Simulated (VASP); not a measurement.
# C (R-3m) in VASP: a series of runs

The runs below take C through single point, with r2SCAN.

Everything below comes from runs of VASP 6.6.1. Logs are shortened: lines on timing, memory, paths and dates and some standing lists are left out, and cuts for length are marked.

**1. The cell of the first run**

The structure is trigonal, space group R-3m (No. 166). Conventional cell: a = 2.579 Å, b = 2.579 Å, c = 10.292 Å, α = 90.00°, β = 90.00°, γ = 120.00°. Within 2.0 Å of C (site symmetry 3m) lie 3 C at 1.49 Å.

**2. Single point, r2SCAN (strain +0.050 along x and y, +0.025 along z)**

POSCAR reads:

```
C
1.0
    1.2894276638      0.7444514088      3.4306861104
   -1.2894276638      0.7444514088      3.4306861104
    0.0000000000     -1.4889028176      3.4306861104
C
2
Direct
    0.1640000000      0.1640000000      0.1640000000
    0.8360000000      0.8360000000      0.8360000000
```

INCAR.step1 reads:

```
ALGO = Normal
EDIFF = 1E-4
ENCUT = 520
GGA = PE
ISMEAR = 0
LASPH = T
LCHARG = F
LREAL = F
LWAVE = T
NBANDS = 11
NELM = 80
PREC = Accurate
SIGMA = 0.05
```

INCAR.step2 reads:

```
ALGO = Normal
EDIFF = 1E-6
ENCUT = 520
ISIF = 2
ISMEAR = 0
ISTART = 1
LASPH = T
LCHARG = T
LELF = T
LMIXTAU = T
LREAL = F
LVHAR = T
LWAVE = F
METAGGA = R2SCAN
NBANDS = 11
NELM = 80
PREC = Accurate
SIGMA = 0.05
```

KPOINTS reads:

```
k-points
0
Gamma
  12 12 12
```

Potentials or basis: VASP PAW PBE potentials, release 64 (C).

Run with:

```
cat potpaw_PBE.64/C/POTCAR > POTCAR
cp INCAR.step1 INCAR
mpirun -np 1 vasp_std > vasp.out
cp INCAR.step2 INCAR
mpirun -np 1 vasp_std > vasp.out
```

OUTCAR:

```text
EDIFF = 1E-6
   ENCUT = 520
   ISIF = 2
   ISMEAR = 0
   ISTART = 1
   LASPH = T
   LREAL = F
   METAGGA = R2SCAN
   NELM = 80
   PREC = Accurate

 ion  position               nearest neighbor table
   1  0.164  0.164  0.164-   2 1.49   2 1.49   2 1.49
   2  0.836  0.836  0.836-   1 1.49   1 1.49   1 1.49

  LATTYP: Found a trigonal (rhomboedric) cell.
 ALAT       =     3.7398447546
 COS(alpha) =     0.7622520321

  Lattice vectors:

 A1 = (   1.2894276638,   0.7444514088,   3.4306861104)
 A2 = (  -1.2894276638,   0.7444514088,   3.4306861104)
 A3 = (   0.0000000000,  -1.4889028176,   3.4306861104)

Analysis of symmetry for initial positions (statically):
=====================================================================
 Subroutine PRICEL returns:
 Original cell was already a primitive cell.

 Routine SETGRP: Setting up the symmetry group for a
 trigonal (rhombohedral) supercell.

 Subroutine GETGRP returns: Found 12 space group operations
 (whereof 12 operations were pure point group operations)
 out of a pool of 12 trial point group operations.

The static configuration has the point symmetry D_3d.

Analysis of symmetry for dynamics (positions and initial velocities):
=====================================================================
 Subroutine PRICEL returns:
 Original cell was already a primitive cell.

 Routine SETGRP: Setting up the symmetry group for a
 trigonal (rhombohedral) supercell.

 Subroutine GETGRP returns: Found 12 space group operations
 (whereof 12 operations were pure point group operations)
 out of a pool of 12 trial point group operations.

The dynamic configuration has the point symmetry D_3d.

 Subroutine INISYM returns: Found 12 space group operations
 (whereof 12 operations are pure point group operations),
 and found     1 'primitive' translations

----------------------------------------------------------------------------------------

                                     Primitive cell

  volume of cell :      19.7590

  direct lattice vectors                    reciprocal lattice vectors
     1.289427664  0.744451409  3.430686110     0.387768941  0.223878503  0.097162294
    -1.289427664  0.744451409  3.430686110    -0.387768941  0.223878503  0.097162294
     0.000000000 -1.488902818  3.430686110     0.000000000 -0.447757005  0.097162294

  length of vectors
     3.739844755  3.739844755  3.739844755     0.458177746  0.458177746  0.458177746

  position of ions in fractional coordinates (direct lattice)
     0.164000000  0.164000000  0.164000000
     0.836000000  0.836000000  0.836000000

  ion indices of the primitive-cell ions
   primitive index   ion index
                 1           1
                 2           2

----------------------------------------------------------------------------------------

 KPOINTS: k-points

Automatic generation of k-mesh.
 Grid dimensions read from file:
 generate k-points for:   12   12   12

 Generating k-lattice:

  Cartesian coordinates                     Fractional coordinates (reciprocal lattice)
     0.032314078  0.018656542  0.008096858     0.083333333  0.000000000 -0.000000000
    -0.032314078  0.018656542  0.008096858     0.000000000  0.083333333 -0.000000000
     0.000000000 -0.037313084  0.008096858    -0.000000000 -0.000000000  0.083333333

  Length of vectors
     0.038181479  0.038181479  0.038181479

  Shift w.r.t. Gamma in fractional coordinates (k-lattice)
     0.000000000  0.000000000  0.000000000

 Subroutine IBZKPT returns following result:
 ===========================================

 Found    189 irreducible k-points:

 Following reciprocal coordinates:
            Coordinates               Weight
  0.000000  0.000000  0.000000      1.000000
  0.083333  0.000000  0.000000      6.000000
  0.166667  0.000000  0.000000      6.000000
  0.250000  0.000000  0.000000      6.000000
  0.333333 -0.000000  0.000000      6.000000
  0.416667 -0.000000  0.000000      6.000000
[... 16 lines left out ...]
  0.500000  0.166667  0.000000     12.000000
 -0.416667  0.166667  0.000000     12.000000
 [... further k-points ...]
   k-points           NKPTS =    189   k-points in BZ     NKDIM =    189   number of bands    NBANDS=     11
   number of dos      NEDOS =    301   number of ions     NIONS =      2
   total plane-waves  NPLWV =  21952
   dimension x,y,z NGX =    28 NGY =   28 NGZ =   28
   dimension x,y,z NGXF=    56 NGYF=   56 NGZF=   56
   ions per type =               2
   NGX,Y,Z   is equivalent  to a cutoff of  12.45, 12.45, 12.45 a.u.
   NGXF,Y,Z  is equivalent  to a cutoff of  24.89, 24.89, 24.89 a.u.
 SYSTEM =  unknown system
   PREC   = accura    normal or accurate (medium, high low for compatibility)
   ISTART =      1    job   : 0-new  1-cont  2-samecut
   ICHARG =      0    charge: 1-file 2-atom 10-const
   ISPIN  =      1    spin polarized calculation?
   LNONCOLLINEAR =      F non collinear calculations
   LSORBIT =      F    spin-orbit coupling
   LASPH  =      T    aspherical Exc in radial PAW
   ENCUT  =  520.0 eV  38.22 Ry    6.18 a.u.   6.95  6.95  6.95*2*pi/ulx,y,z
   NELM   =     80;   NELMIN=  2; NELMDL=  0     # of ELM steps
   EDIFF  = 0.1E-05   stopping-criterion for ELM
   LREAL  =      F    real-space projection
   EDIFFG = 0.1E-04   stopping-criterion for IOM
   NSW    =      0    number of steps for IOM
   IBRION =     -1    ionic relax: 0-MD 1-quasi-New 2-CG
   NFREE  =      0    steps in history (QN), initial steepest desc. (CG)
   ISIF   =      2    stress and relaxation
   ISYM   =      2    0-nonsym 1-usesym 2-fastsym
   POTIM  = 0.5000    time-step for ionic-motion
   TEBEG  =    0.0;   TEEND  =   0.0 temperature during run
   PSTRESS=    0.0 pullay stress
   NELECT =       8.0000    total number of electrons
   NUPDOWN=      -1.0000    fix difference up-down
   EMIN   =  10.00;   EMAX   =-10.00  energy-range for DOS
   EFERMI =   0.00;   METHOD = LEGACY
   ISMEAR =     0;   SIGMA  =   0.05  broadening in eV -4-tet -1-fermi 0-gaus
   EFERMI_NEDOS =   21; number of points for ismear=-14 and -15
   IALGO  =     38    algorithm
   IMIX   =      4    mixing-type and parameters
     AMIX     =   0.40;   BMIX     =  1.00
     AMIX_MAG =   1.60;   BMIX_MAG =  1.00
  volume/ion in A,a.u.               =       9.88        66.67
  Fermi-wavevector in a.u.,A,eV,Ry     =   1.211108  2.288663 19.956797  1.466783
  Thomas-Fermi vector in A             =   2.346634
   LORBIT       =      0    0 simple, 1 ext, 2 COOP (PROOUT), +10 PAW based schemes
   METAGGA = R2SCAN    functional components
   LHFCALC =     F    Hartree Fock is set to
   AEXX    =    0.0000 exact exchange contribution
   IVDW    =     0    specifies the selected vdW correction
   LEPSILON=     F    determine dielectric tensor
   LRPA    =     F    only Hartree local field effects (RPA)
 non-spin polarized calculation
 Gauss-broadening in eV      SIGMA  =   0.05
  energy-cutoff  :      520.00
  volume of cell :       19.76
 maximum number of plane-waves:       543
   NGX = 13   NGY = 13   NGZ = 13

 number of electron       8.0000000 magnetization

 Free energy of the ion-electron system (eV)
  ---------------------------------------------------
  ext. energy  EPLUGINS =         0.00000000
  ---------------------------------------------------
  free energy    TOTEN  =       -19.55117040 eV

  energy without entropy =      -19.55117040  energy(sigma->0) =      -19.55117040

 E-fermi :   3.5657     XC(G=0): -10.6639

 val. band max:        3.2752170447   @ k =  -0.3333   0.3333   0.0000
 cond. band min:       4.0033065112   @ k =  -0.3333   0.3333   0.0000
 fundamental gap:      0.7280894664
 Fermi energy:         3.5656558570

 k-point     1 :       0.0000    0.0000    0.0000
  band No.  band energies     occupation
      1     -16.1139      2.00000
      2      -2.4617      2.00000
      3       0.4580      2.00000
      4       0.4580      2.00000
      5       8.3870      0.00000
      6      11.4858      0.00000
      7      11.4858      0.00000
      8      13.6831      0.00000
      9      14.3013      0.00000
     10      25.8487      0.00000
     11      29.1829      0.00000

 k-point     2 :       0.0833    0.0000    0.0000
  band No.  band energies     occupation
      1     -15.9509      2.00000
      2      -2.3029      2.00000
      3      -0.2177      2.00000
      4       0.1480      2.00000
      5       8.6079      0.00000
      6      11.5231      0.00000
      7      12.1272      0.00000
      8      13.7827      0.00000
      9      14.0989      0.00000
     10      26.3257      0.00000
     11      27.6669      0.00000

 k-point     3 :       0.1667    0.0000    0.0000
  band No.  band energies     occupation
      1     -15.4642      2.00000
      2      -1.9167      2.00000
      3      -1.8014      2.00000
      4      -0.5826      2.00000
      5       9.2409      0.00000
      6      11.3107      0.00000
      7      12.4593      0.00000
      8      13.8298      0.00000
      9      15.3936      0.00000
     10      25.0281      0.00000
     11      26.9398      0.00000

 k-point     4 :       0.2500    0.0000    0.0000
  band No.  band energies     occupation
      1     -14.6618      2.00000
      2      -3.9974      2.00000
      3      -1.3994      2.00000
      4      -1.0507      2.00000
      5       9.7542      0.00000
      6      10.9513      0.00000
      7      11.1315      0.00000
      8      16.1773      0.00000
      9      17.1224      0.00000
     10      22.9037      0.00000
     11      25.3797      0.00000
[... 239 lines left out ...]
 k-point    22 :       0.4167    0.1667   -0.0000
  band No.  band energies     occupation
      1     -13.0563      2.00000
      2      -6.1530      2.00000
      3      -3.6739      2.00000
      4       0.1026      2.00000
      5       7.8000      0.00000
      6      13.0700      0.00000
      7      13.4242      0.00000
      8      15.3640      0.00000
      9      18.7550      0.00000
     10      21.8983      0.00000
     11      24.4150      0.00000

 k-point    23 :       0.5000    0.1667    0.0000
  band No.  band energies     occupation
      1     -11.7312      2.00000
      2      -7.9987      2.00000
      3      -4.2446      2.00000
      4       1.3199      2.00000
      5       6.1957      0.00000
      6      12.8385      0.00000
      7      14.7116      0.00000
      8      16.6495      0.00000
      9      18.4260      0.00000
     10      21.4259      0.00000
     11      24.8256      0.00000

 k-point    24 :      -0.4167    0.1667    0.0000
  band No.  band energies     occupation
      1     -10.7144      2.00000
      2      -9.2114      2.00000
      3      -4.4315      2.00000
      4       2.2881      2.00000
      5       5.1413      0.00000
      6      12.7299      0.00000
      7      15.2392      0.00000
      8      16.0997      0.00000
      9      18.8558      0.00000
     10      21.6981      0.00000
     11      25.3661      0.00000

 [... further k-points ...]
[... 5 lines left out ...]
  --------------------------------------------------------------------------------------
  -------------------------------------------------------------------------------------
  Total       -5.9991801     -5.9991801      0.0297898      0.0000000     -0.0000000      0.0000000
  in kB     -486.4485466   -486.4485466      2.4155333      0.0000000     -0.0000000      0.0000000
  external PRESSURE =    -323.4938533 kB  Pullay stress =       0.0000000 kB

 VOLUME and BASIS-vectors are now :
 -----------------------------------------------------------------------------
  energy-cutoff  :      520.00
  volume of cell :       19.76
      direct lattice vectors                 reciprocal lattice vectors
     1.289427664  0.744451409  3.430686110     0.387768941  0.223878503  0.097162294
    -1.289427664  0.744451409  3.430686110    -0.387768941  0.223878503  0.097162294
     0.000000000 -1.488902818  3.430686110     0.000000000 -0.447757005  0.097162294

 POSITION                                       TOTAL-FORCE (eV/Angst)
 -----------------------------------------------------------------------------------
      0.00000      0.00000      1.68790         0.000000      0.000000      0.889409
      0.00000      0.00000      8.60416         0.000000      0.000000     -0.889409
 -----------------------------------------------------------------------------------
    total drift:                                0.000000     -0.000000      0.000000

  FREE ENERGIE OF THE ION-ELECTRON SYSTEM (eV)
  ---------------------------------------------------
  free  energy   TOTEN  =       -19.5511703955 eV

  energy  without entropy=      -19.5511703955  energy(sigma->0) =      -19.55117040
```

Run time: 2.3 min. Hardware: 1 thread of AMD EPYC 9R45 (Zen 5), shared host; peak memory 0.14 GiB.

Results:

```
Free energy            : -19.5512 eV
Pressure               : -32.3 GPa
Largest force          : 0.889 eV/Å
Band gap on the k mesh : 0.73 eV, direct
```

Forces in eV/Å, atoms in the order of the input:
```
C    0.000  0.000  0.889
C    0.000  0.000 -0.889
```

Levels at points of the mesh, in eV from the valence-band top:
```csv
k point,band 1,band 2,band 3,band 4,band 5,band 6,band 7,band 8,band 9
"(0.00, 0.00, 0.00)",-19.39,-5.74,-2.82,-2.82,5.11,8.21,8.21,10.41,11.03
"(0.50, 0.00, 0.00)",-14.43,-12.80,-5.95,-1.47,2.25,6.90,12.61,12.84,18.49
"(0.50, 0.50, 0.00)",-14.33,-12.72,-6.01,-2.26,1.82,6.55,13.20,15.85,18.72
"(0.50, 0.50, 0.50)",-19.12,-7.64,-2.84,-2.84,8.17,8.17,10.22,11.10,11.44
```

Caveat: the cell differs from its parent crystal (strain +0.050 along x and y, +0.025 along z); the PAW data sets were made with another functional, which shifts forces and pressure a little. A k mesh can miss the band edges.

(Part 1 of 2 ends here.)
